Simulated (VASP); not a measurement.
Write the native input for VASP 6.6.1 that does the following.

* Task: single point
* Functional: PBE
* Potentials or basis: VASP PAW PBE potentials, release 64 (Te, Rb_sv, O)
* Cutoff: 520 eV
* k mesh: 3 × 2 × 2
* Occupations: methfessel-paxton, width 0.15 eV
* Spin: no spin polarisation
* Dipole correction: no
* Further INCAR settings: ALGO = Normal; EDIFF = 1e-07; NBANDS = 54

The structure of Rb2TeO3 lies in POSCAR:

```
Rb2TeO3
1.0
    6.5734840000      0.2484770000     -0.1913310000
    0.8532390000      6.6257100000      0.1978760000
    0.2389710000     -0.8770270000      6.6212980000
Te Rb O
2 4 6
Direct
    0.7260533013      0.1531544444      0.5077431820
    0.3720253442      0.3632060623      0.1886746705
    0.4774514506      0.9762628483      0.8653099855
    0.1234064457      0.4093997645      0.6932885502
    0.9856306784      0.8238165506      0.9705323910
    0.2576577806      0.8604777956      0.3428051443
    0.3125214994      0.5765921685     -0.0451184497
    0.8487066424      0.2568935976      0.0977308094
    0.5515059400      0.6308242242      0.0737775598
    1.1797134728      0.2216912204     -0.0213466625
    0.3417120667      0.1909486663      0.4693345554
    0.8596659299      0.9571324229      0.7294360119
```

One way to write it, as run:

INCAR

```
PREC = Accurate
ENCUT = 520
EDIFF = 1E-7
ISMEAR = 1
SIGMA = 0.15
LREAL = F
LASPH = T
NELM = 100
ALGO = Normal
ISIF = 2
LWAVE = F
LCHARG = F
GGA = PE
NBANDS = 54
```

KPOINTS

```
Automatic mesh
0
Gamma
  3 2 2
```

Potentials or basis: VASP PAW PBE potentials, release 64 (Te, Rb_sv, O).

Command:

```sh
$ cat potpaw_PBE.64/Te/POTCAR potpaw_PBE.64/Rb_sv/POTCAR potpaw_PBE.64/O/POTCAR > POTCAR
$ mpirun -np 1 vasp_std > vasp.out
```

Results of the run:

```
Pressure               : 3.6 GPa
Largest force          : 7.468 eV/Å
Band gap on the k mesh : zero (band 42 reaches 1.32 eV, above the bottom of band 43 at 1.30 eV)
```

Caveat: the k points lie up to 0.48 Å⁻¹ apart; spin-orbit coupling is left out, which moves the levels of the heavy elements.

Wall time 4.2 min on 1 thread of Intel Xeon 6975P-C, with other jobs on the host, peak memory 0.4 GiB.
